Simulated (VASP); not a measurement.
# GeW (P4/nmm) in VASP: a series of runs

GeW is run at these levels: PBE; tasks: relaxation of cell and atoms, relaxation of shape and atoms at fixed volume.

Program: VASP 6.6.1. These are calculated values, not measurements. Logs are shortened: lines on timing, memory, paths and dates and some standing lists are left out, and cuts for length are marked.

## 1. The cell of the first run

Symmetry: P4/nmm, No. 129, tetragonal system. The conventional cell has a = 3.259 Å, b = 3.259 Å, c = 5.850 Å, α = 90.00°, β = 90.00°, γ = 90.00°. Within 3.5 Å of Ge (site symmetry 4mm) lie 6 W at 2.64 to 2.96 Å and 8 Ge at 2.80 to 3.26 Å. Within 3.5 Å of W (site symmetry 4mm) lie 6 Ge at 2.64 to 2.96 Å and 8 W at 2.84 to 3.26 Å.

## 2. Relaxation of cell and atoms, PBE

Contents of INCAR:

```
SYSTEM = GeW
PREC = Accurate
ENCUT = 600
EDIFF = 1E-7
ISMEAR = 0
SIGMA = 0.1
LREAL = .FALSE.
LASPH = .TRUE.
NELM = 100
ALGO = Normal
ISIF = 3
LWAVE = .FALSE.
LCHARG = .FALSE.
GGA = PE
IBRION = 2
NSW = 100
EDIFFG = -0.01
```

Contents of KPOINTS:

```
regular mesh
0
G
  12 12 6
  0 0 0
```

Contents of POSCAR:

```
GeW
1.0
    3.2587300609      0.0000000000      0.0000000000
    0.0000000000      3.2587300609      0.0000000000
    0.0000000000      0.0000000000      5.8502052045
Ge W
2 2
Direct
    0.5000000000      0.0000000000      0.3634486389
    0.0000000000      0.5000000000      0.6365513611
    0.5000000000      0.0000000000      0.8576441460
    0.0000000000      0.5000000000      0.1423558540
```

Potentials or basis: VASP PAW PBE potentials, release 64 (Ge_d, W_sv).

Started as:

```
cat potpaw_PBE.64/Ge_d/POTCAR potpaw_PBE.64/W_sv/POTCAR > POTCAR
mpirun -np 1 vasp_std > vasp.out
```

OUTCAR:

```text
SYSTEM = GeW
   PREC = Accurate
   ENCUT = 600
   EDIFF = 1E-7
   ISMEAR = 0
   LREAL = .FALSE.
   LASPH = .TRUE.
   NELM = 100
   ISIF = 3
   GGA = PE
   IBRION = 2
   NSW = 100
   EDIFFG = -0.01

 ion  position               nearest neighbor table
   1  0.500  0.000  0.363-   4 2.64   4 2.64   4 2.64   4 2.64   2 2.80   2 2.80   2 2.80   2 2.80
                             3 2.89   3 2.96
   2  0.000  0.500  0.637-   3 2.64   3 2.64   3 2.64   3 2.64   1 2.80   1 2.80   1 2.80   1 2.80
                             4 2.89   4 2.96
   3  0.500  0.000  0.858-   2 2.64   2 2.64   2 2.64   2 2.64   4 2.84   4 2.84   4 2.84   4 2.84
                             1 2.89   1 2.96
   4  0.000  0.500  0.142-   1 2.64   1 2.64   1 2.64   1 2.64   3 2.84   3 2.84   3 2.84   3 2.84
                             2 2.89   2 2.96

  LATTYP: Found a simple tetragonal cell.
 ALAT       =     3.2587300609
 C/A-ratio  =     1.7952408132

  Lattice vectors:

 A1 = (   3.2587300609,   0.0000000000,   0.0000000000)
 A2 = (   0.0000000000,   3.2587300609,   0.0000000000)
 A3 = (   0.0000000000,   0.0000000000,   5.8502052045)

Analysis of symmetry for initial positions (statically):
=====================================================================
 Subroutine PRICEL returns:
 Original cell was already a primitive cell.

 Routine SETGRP: Setting up the symmetry group for a
 simple tetragonal supercell.

 Subroutine GETGRP returns: Found 16 space group operations
 (whereof  8 operations were pure point group operations)
 out of a pool of 16 trial point group operations.

The static configuration has the point symmetry D_2d.
 The point group associated with its full space group is D_4h.

Analysis of symmetry for dynamics (positions and initial velocities):
=====================================================================
 Subroutine PRICEL returns:
 Original cell was already a primitive cell.

 Routine SETGRP: Setting up the symmetry group for a
 simple tetragonal supercell.

 Subroutine GETGRP returns: Found 16 space group operations
 (whereof  8 operations were pure point group operations)
 out of a pool of 16 trial point group operations.

The dynamic configuration has the point symmetry D_2d.
 The point group associated with its full space group is D_4h.

 Subroutine INISYM returns: Found 16 space group operations
 (whereof  8 operations are pure point group operations),
 and found     1 'primitive' translations

----------------------------------------------------------------------------------------

                                     Primitive cell

  volume of cell :      62.1252

  direct lattice vectors                    reciprocal lattice vectors
     3.258730061  0.000000000  0.000000000     0.306868007  0.000000000  0.000000000
     0.000000000  3.258730061  0.000000000     0.000000000  0.306868007  0.000000000
     0.000000000  0.000000000  5.850205204     0.000000000  0.000000000  0.170934175

  length of vectors
     3.258730061  3.258730061  5.850205204     0.306868007  0.306868007  0.170934175

  position of ions in fractional coordinates (direct lattice)
     0.500000000  0.000000000  0.363448639
     0.000000000  0.500000000  0.636551361
     0.500000000  0.000000000  0.857644146
     0.000000000  0.500000000  0.142355854

  ion indices of the primitive-cell ions
   primitive index   ion index
                 1           1
                 2           2
                 3           3
                 4           4

----------------------------------------------------------------------------------------

 KPOINTS: regular mesh

Automatic generation of k-mesh.
 Grid dimensions read from file:
 generate k-points for:   12   12    6

 Generating k-lattice:

  Cartesian coordinates                     Fractional coordinates (reciprocal lattice)
     0.025572334  0.000000000  0.000000000     0.083333333  0.000000000  0.000000000
     0.000000000  0.025572334  0.000000000     0.000000000  0.083333333  0.000000000
     0.000000000  0.000000000  0.028489029     0.000000000  0.000000000  0.166666667

  Length of vectors
     0.025572334  0.025572334  0.028489029

  Shift w.r.t. Gamma in fractional coordinates (k-lattice)
     0.000000000  0.000000000  0.000000000

 Subroutine IBZKPT returns following result:
 ===========================================

 Found    112 irreducible k-points:

 Following reciprocal coordinates:
            Coordinates               Weight
  0.000000  0.000000  0.000000      1.000000
  0.083333  0.000000  0.000000      4.000000
  0.166667  0.000000  0.000000      4.000000
  0.250000  0.000000  0.000000      4.000000
  0.333333  0.000000  0.000000      4.000000
  0.416667  0.000000  0.000000      4.000000
[... 16 lines left out ...]
  0.333333  0.333333  0.000000      4.000000
  0.416667  0.333333  0.000000      8.000000
 [... further k-points ...]
   k-points           NKPTS =    112   k-points in BZ     NKDIM =    112   number of bands    NBANDS=     33
   number of dos      NEDOS =    301   number of ions     NIONS =      4
   total plane-waves  NPLWV =  37632
   dimension x,y,z NGX =    28 NGY =   28 NGZ =   48
   dimension x,y,z NGXF=    56 NGYF=   56 NGZF=   96
   ions per type =               2   2
   NGX,Y,Z   is equivalent  to a cutoff of  14.28, 14.28, 13.64 a.u.
   NGXF,Y,Z  is equivalent  to a cutoff of  28.57, 28.57, 27.28 a.u.
 SYSTEM =  GeW
   PREC   = accura    normal or accurate (medium, high low for compatibility)
   ISTART =      0    job   : 0-new  1-cont  2-samecut
   ICHARG =      2    charge: 1-file 2-atom 10-const
   ISPIN  =      1    spin polarized calculation?
   LNONCOLLINEAR =      F non collinear calculations
   LSORBIT =      F    spin-orbit coupling
   LASPH  =      T    aspherical Exc in radial PAW
   ENCUT  =  600.0 eV  44.10 Ry    6.64 a.u.   6.51  6.51 11.68*2*pi/ulx,y,z
   NELM   =    100;   NELMIN=  2; NELMDL= -5     # of ELM steps
   EDIFF  = 0.1E-06   stopping-criterion for ELM
   LREAL  =      F    real-space projection
   EDIFFG = -.1E-01   stopping-criterion for IOM
   NSW    =    100    number of steps for IOM
   IBRION =      2    ionic relax: 0-MD 1-quasi-New 2-CG
   NFREE  =      1    steps in history (QN), initial steepest desc. (CG)
   ISIF   =      3    stress and relaxation
   ISYM   =      2    0-nonsym 1-usesym 2-fastsym
   POTIM  = 0.5000    time-step for ionic-motion
   TEBEG  =    0.0;   TEEND  =   0.0 temperature during run
   PSTRESS=    0.0 pullay stress
   NELECT =      56.0000    total number of electrons
   NUPDOWN=      -1.0000    fix difference up-down
   EMIN   =  10.00;   EMAX   =-10.00  energy-range for DOS
   EFERMI =   0.00;   METHOD = LEGACY
   ISMEAR =     0;   SIGMA  =   0.10  broadening in eV -4-tet -1-fermi 0-gaus
   EFERMI_NEDOS =   21; number of points for ismear=-14 and -15
   IALGO  =     38    algorithm
   IMIX   =      4    mixing-type and parameters
     AMIX     =   0.40;   BMIX     =  1.00
     AMIX_MAG =   1.60;   BMIX_MAG =  1.00
  volume/ion in A,a.u.               =      15.53       104.81
  Fermi-wavevector in a.u.,A,eV,Ry     =   1.581424  2.988457 34.026818  2.500901
  Thomas-Fermi vector in A             =   2.681501
   LORBIT       =      0    0 simple, 1 ext, 2 COOP (PROOUT), +10 PAW based schemes
   GGA     = PE    functional components
   LHFCALC =     F    Hartree Fock is set to
   AEXX    =    0.0000 exact exchange contribution
   IVDW    =     0    specifies the selected vdW correction
   LEPSILON=     F    determine dielectric tensor
   LRPA    =     F    only Hartree local field effects (RPA)
 conjugate gradient relaxation of ions
 non-spin polarized calculation
 Gauss-broadening in eV      SIGMA  =   0.10
  energy-cutoff  :      600.00
  volume of cell :       62.13
 maximum number of plane-waves:      2111
 NGX is ok and might be reduce to    28
   NGX = 13   NGY = 13   NGZ = 23

--------------------------------------- Ionic step        1  -------------------------------------------

 number of electron      56.0000017 magnetization

 Free energy of the ion-electron system (eV)
  ---------------------------------------------------
  ext. energy  EPLUGINS =         0.00000000
  ---------------------------------------------------
  free energy    TOTEN  =       -34.65357603 eV

  energy without entropy =      -34.64936430  energy(sigma->0) =      -34.65147017

------------------------ aborting loop because EDIFF is reached ----------------------------------------

  FORCE on cell =-STRESS in cart. coord.  units (eV):
  Direction    XX          YY          ZZ          XY          YZ          ZX
  --------------------------------------------------------------------------------------
  -------------------------------------------------------------------------------------
  Total        0.3524788      0.3524788     -0.1808481      0.0000000      0.0000000      0.0000000
  in kB        9.0902482      9.0902482     -4.6639799      0.0000000      0.0000000      0.0000000
  external PRESSURE =       4.5055055 kB  Pullay stress =       0.0000000 kB
[... 251 lines left out ...]
  energy  without entropy=      -34.6521624246  energy(sigma->0) =      -34.65425791

--------------------------------------- Ionic step        8  -------------------------------------------

 number of electron      56.0000007 magnetization

 Free energy of the ion-electron system (eV)
  ---------------------------------------------------
  ext. energy  EPLUGINS =         0.00000000
  ---------------------------------------------------
  free energy    TOTEN  =       -34.65638956 eV

  energy without entropy =      -34.65220255  energy(sigma->0) =      -34.65429605

 E-fermi :  10.1113     XC(G=0): -13.0377

 val. band max:       10.1084742325   @ k =   0.0000   0.0000   0.1667
 cond. band min:      10.1333354567   @ k =   0.3333   0.2500   0.0000
 fundamental gap:      0.0248612242
 Fermi energy:        10.1112522793

 k-point     1 :       0.0000    0.0000    0.0000
  band No.  band energies     occupation
      1     -63.8921      2.00000
      2     -63.8171      2.00000
      3     -28.2407      2.00000
      4     -28.1779      2.00000
      5     -28.1779      2.00000
      6     -27.9120      2.00000
[... 853 lines left out ...]
     32      12.8307      0.00000
     33      13.9999      0.00000

 [... further k-points ...]
[... 5 lines left out ...]
  --------------------------------------------------------------------------------------
  -------------------------------------------------------------------------------------
  Total        0.0016914      0.0016914      0.0223557      0.0000000      0.0000000      0.0000000
  in kB        0.0434996      0.0434996      0.5749370      0.0000000      0.0000000      0.0000000
  external PRESSURE =       0.2206454 kB  Pullay stress =       0.0000000 kB
[... 19 lines left out ...]
  FREE ENERGIE OF THE ION-ELECTRON SYSTEM (eV)
  ---------------------------------------------------
  free  energy   TOTEN  =       -34.6563895559 eV

  energy  without entropy=      -34.6522025483  energy(sigma->0) =      -34.65429605

 reached required accuracy - stopping structural energy minimisation
```

It took 20 min on 1 thread of Intel Xeon Platinum 8259CL at 2.50GHz (Skylake/Cascade Lake), shared host; peak memory 0.38 GiB.

What came out:

| Quantity | Value |
| --- | --- |
| Free energy | -34.6564 eV |
| Relaxed volume | 15.57 Å³/atom |
| Relaxed cell | a = 3.268 Å, b = 3.268 Å, c = 5.832 Å, α = 90.00°, β = 90.00°, γ = 90.00° |
| Space group after relaxing (to 0.05 Å) | P4/nmm (No. 129) |
| Energy gained by relaxing | 0.7 meV/atom |
| Ionic steps | 8 |
| Pressure after relaxing | 0.0 GPa |
| Largest force after relaxing | 0.010 eV/Å |
| Band gap on the k mesh | zero (band 28 reaches 10.52 eV, above the bottom of band 29 at 9.91 eV) |

Forces in eV/Å, atoms in the order of the input:
```
Ge   0.000  0.000 -0.010
Ge   0.000  0.000  0.010
W    0.000  0.000 -0.003
W    0.000  0.000  0.003
```

The path:
```csv
step,energy change (eV),largest force (eV/Å),pressure (GPa),volume (Å³)
1,0.0000,0.1743,0.45,62.13
2,-0.0022,0.0514,-0.76,62.52
3,-0.0024,0.0452,-0.47,62.42
4,-0.0022,0.0637,0.65,62.12
5,-0.0028,0.0226,-0.01,62.29
6,-0.0028,0.0213,0.08,62.28
7,-0.0028,0.0222,0.04,62.28
8,-0.0028,0.0097,0.02,62.30
```

Final structure:
```yaml
crystal:
  lattice:
    - [3.26847, 0.00000, 0.00000]
    - [0.00000, 3.26847, 0.00000]
    - [0.00000, 0.00000, 5.83162]
  atoms:
    - { symbol: Ge, position: [0.50000, 0.00000, 0.36294] }
    - { symbol: Ge, position: [0.00000, 0.50000, 0.63706] }
    - { symbol: W, position: [0.50000, 0.00000, 0.85905] }
    - { symbol: W, position: [0.00000, 0.50000, 0.14095] }
```

Levels at points of the mesh, in eV from the Fermi level:
```
           k point  band 26  band 27  band 28  band 29  band 30  band 31
(0.00, 0.00, 0.00)    -0.89    -0.05     0.41     0.41     1.74     1.74
(0.50, 0.00, 0.00)    -2.16    -0.57    -0.57     1.10     1.10     2.25
(0.50, 0.50, 0.00)    -2.57    -1.99    -1.99     0.93     0.93     2.89
(0.00, 0.00, 0.50)    -1.11    -0.83    -0.83    -0.04     0.35     2.51
(0.50, 0.00, 0.50)    -2.37    -0.48    -0.48     1.96     1.96     2.64
(0.50, 0.50, 0.50)    -3.14    -0.89    -0.89     2.48     2.48     2.89
```

Caveat: spin-orbit coupling is left out, which moves the levels of the heavy elements.

## 3. Relaxation of shape and atoms at fixed volume, PBE (volume scaled by 1.03)

Contents of INCAR:

```
SYSTEM = GeW
  PREC = Accurate
  ENCUT = 600
  EDIFF = 1E-6
  ISMEAR = 0
  SIGMA = 0.1
  LREAL = .FALSE.
  LASPH = .TRUE.
  NELM = 80
  ALGO = Normal
  ISIF = 4
  LWAVE = .FALSE.
  LCHARG = .FALSE.
  GGA = PE
  IBRION = 2
  NSW = 50
  EDIFFG = -0.01
```

KPOINTS is that of step 2.

Contents of POSCAR:

```
GeW
1.0
    3.2986748742      0.0000000000      0.0000000000
    0.0000000000      3.2986748742      0.0000000000
    0.0000000000      0.0000000000      5.8877255207
Ge W
2 2
Direct
    0.5000000000      0.0000000000      0.3627308124
    0.0000000000      0.5000000000      0.6372691876
    0.5000000000      0.0000000000      0.8590358317
    0.0000000000      0.5000000000      0.1409641683
```

Potentials or basis: VASP PAW PBE potentials, release 64 (Ge_d, W_sv).

Started as:

```
cat potpaw_PBE.64/Ge_d/POTCAR potpaw_PBE.64/W_sv/POTCAR > POTCAR
mpirun -np 1 vasp_std > vasp.out
```

Run time: 12 min. Hardware: 1 thread of Intel Xeon Platinum 8259CL at 2.50GHz (Skylake/Cascade Lake), shared host; peak memory 0.37 GiB.

Results (log left out):

- Free energy: -34.6286 eV
- Energy gained by relaxing: 0.7 meV/atom
- Ionic steps: 5
- Pressure after relaxing: -5.0 GPa
- Largest force after relaxing: 0.006 eV/Å
- Band gap on the k mesh: zero (band 28 reaches 10.10 eV, above the bottom of band 29 at 9.59 eV)

Forces in eV/Å, atoms in the order of the input:
```
Ge   0.000  0.000  0.000
Ge   0.000  0.000  0.000
W    0.000  0.000  0.006
W    0.000  0.000 -0.006
```

Stress tensor (GPa, compression positive):
```
-4.94  0.00  0.00
 0.00 -4.94  0.00
 0.00  0.00 -5.04
```

The path:
```tsv
step	energy change (eV)	largest force (eV/Å)	pressure (GPa)	volume (Å³)
1	0.0000	0.1347	-5.48	64.07
2	-0.0019	0.0733	-5.20	64.07
3	-0.0025	0.0371	-5.13	64.07
4	-0.0025	0.0401	-5.00	64.07
5	-0.0026	0.0062	-4.98	64.07
```

Final structure:
```
Ge W
1.0
     3.29419    0.00000    0.00000
     0.00000    3.29419    0.00000
     0.00000    0.00000    5.90377
Ge W
2 2
Direct
  0.50000 0.00000 0.36034
  0.00000 0.50000 0.63966
  0.50000 0.00000 0.86017
  0.00000 0.50000 0.13983
```

Levels at points of the mesh, in eV from the Fermi level:
```
           k point  band 25  band 26  band 27  band 28  band 29  band 30  band 31  band 32
(0.00, 0.00, 0.00)    -1.63    -0.83    -0.07     0.36     0.36     1.73     1.73     2.22
(0.50, 0.00, 0.00)    -2.11    -2.11    -0.52    -0.52     1.12     1.12     2.10     2.10
(0.50, 0.50, 0.00)    -2.48    -2.48    -1.96    -1.96     0.83     0.83     2.78     2.78
(0.00, 0.00, 0.50)    -1.31    -1.03    -0.82    -0.82    -0.07     0.43     2.44     4.19
(0.50, 0.00, 0.50)    -2.30    -2.30    -0.47    -0.47     1.90     1.90     2.53     2.53
(0.50, 0.50, 0.50)    -3.06    -3.06    -0.95    -0.95     2.35     2.35     2.78     2.78
```

Caveat: the cell differs from its parent crystal (volume scaled by 1.03); spin-orbit coupling is left out, which moves the levels of the heavy elements.
